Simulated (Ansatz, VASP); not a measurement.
## Cu3N: VASP beside Ansatz

File INCAR:

```
PREC = Accurate
ENCUT = 600
EDIFF = 1E-7
ISMEAR = -1
SIGMA = 0.05
LREAL = False
LASPH = True
NELM = 120
ALGO = Normal
ISIF = 3
LWAVE = False
LCHARG = False
GGA = CA
IBRION = 2
NSW = 80
EDIFFG = -0.01
GGA_COMPAT = False
NELMIN = 4
```

KPOINTS

```
Automatic mesh
0
Gamma
  6 6 6
```

The input POSCAR:

```
Cu3N
1.0
    3.8070000000      0.0000000000      0.0000000000
    0.0000000000      3.8070000000      0.0000000000
    0.0000000000      0.0000000000      3.8070000000
Cu N
3 1
Direct
    0.5000000000      0.0000000000      0.0000000000
    0.0000000000      0.5000000000      0.0000000000
    0.0000000000      0.0000000000      0.5000000000
    0.0000000000      0.0000000000      0.0000000000
```

Input for Ansatz:

```yaml
crystal:
  lattice:
    - [3.807, 0.0, 0.0]
    - [0.0, 3.807, 0.0]
    - [0.0, 0.0, 3.807]
  atoms:
    - { symbol: Cu, position: [0.5, 0.0, 0.0] }
    - { symbol: Cu, position: [0.0, 0.5, 0.0] }
    - { symbol: Cu, position: [0.0, 0.0, 0.5] }
    - { symbol: "N", position: [0.0, 0.0, 0.0] }
kpoints:
  mp_grid:
    grid: [6, 6, 6]
    shift: [0.0, 0.0, 0.0]
hamiltonian:
  xc: lda
  dispersion: none
scf:
  occupations:
    method: fermi_dirac
    width: 0.05
relax:
  f_tol: 0.01
  cell: {}
```

Alike in both runs: task relaxation of cell and atoms; functional LDA; k mesh 6 × 6 × 6; occupations fermi-dirac, width 0.05 eV; no spin polarisation.

|  | VASP | Ansatz |
| --- | --- | --- |
| version | VASP 6.6.1 | Ansatz 0.2.0 |
| potentials or method | VASP PAW LDA potentials, release 64 (Cu, N) | plane waves, PAW |
| plane-wave cutoff (eV) | 600 | 420 |
| valence electrons in the cell | 38 | 62 |

```tsv
	VASP	Ansatz	Ansatz less VASP
relaxed volume (Å³/atom)	12.96	12.88	-0.079
relaxed length of the cell vector where the two differ most in proportion (Å)	3.729	3.721	-0.0076
```

LDA's correlation is that of Perdew and Zunger in VASP and of Perdew and Wang (1992) in Ansatz. VASP's potentials hold 38 valence electrons a cell and Ansatz's 62, so a difference there can come from the potentials and not from the codes.
